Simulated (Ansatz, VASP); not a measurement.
**AlN in VASP and in Ansatz**

File POSCAR:

```
AlN
1.0
    3.1109999993      0.0000000000      0.0000000000
   -1.5554999997      2.6942050306      0.0000000000
    0.0000000000      0.0000000000      4.9511140000
Al N
2 2
Direct
    0.3333333333      0.6666666667     -0.0004426043
    0.6666666667      0.3333333333      0.4995573957
    0.3333333333      0.6666666667      0.3824426043
    0.6666666667      0.3333333333      0.8824426043
```

The input INCAR.step1:

```
  PREC = Accurate
  ENCUT = 520
  ISMEAR = 0
  SIGMA = 0.03
  LREAL = F
  LASPH = T
  NELM = 80
  NBANDS = 16
  GGA = PE
  ALGO = Normal
  EDIFF = 1E-4
  LWAVE = T
  LCHARG = F
```

Contents of INCAR.step2:

```
  PREC = Accurate
  ENCUT = 520
  EDIFF = 1E-6
  ISMEAR = 0
  SIGMA = 0.03
  LREAL = F
  LASPH = T
  NELM = 80
  ALGO = Normal
  ISIF = 2
  LWAVE = F
  LCHARG = F
  METAGGA = R2SCAN
  LMIXTAU = T
  NBANDS = 16
  ISTART = 1
```

The input KPOINTS:

```
Automatic mesh
0
Gamma
  8 8 5
```

Input for Ansatz:

```yaml
crystal:
  lattice:
    - [3.1109999993, 0.0, 0.0]
    - [-1.5554999997, 2.6942050306, 0.0]
    - [0.0, 0.0, 4.951114]
  atoms:
    - { symbol: Al, position: [0.3333333333, 0.6666666667, -0.0004426043] }
    - { symbol: Al, position: [0.6666666667, 0.3333333333, 0.4995573957] }
    - { symbol: "N", position: [0.3333333333, 0.6666666667, 0.3824426043] }
    - { symbol: "N", position: [0.6666666667, 0.3333333333, 0.8824426043] }
scf:
  occupations: { method: gaussian, width: 0.03 }
output:
  eigenstates: { kpoints: [[0, 0, 0]] }
hamiltonian:
  xc: r2scan
kpoints:
  mp_grid: { grid: [8, 8, 5] }
```

Alike in both runs: task single point; functional r2SCAN; k mesh 8 × 8 × 5; occupations gaussian, width 0.03 eV; no spin polarisation.

|  | VASP | Ansatz |
| --- | --- | --- |
| version | VASP 6.6.1 | Ansatz 0.2.0 |
| potentials or method | VASP PAW PBE potentials, release 64 (Al, N) | scalar-relativistic, plane waves, PAW |
| plane-wave cutoff (eV) | 520 | 500 |
| valence electrons in the cell | 16 | 16 |

|  | VASP | Ansatz | Ansatz less VASP |
| --- | --- | --- | --- |
| gap on the k mesh at the Fermi level (eV) | 4.91 | 4.87 | -0.040 |
| least direct gap on the mesh (eV) | 4.91 | 4.87 | -0.040 |

VASP's potentials were made for PBE, not for r2SCAN.
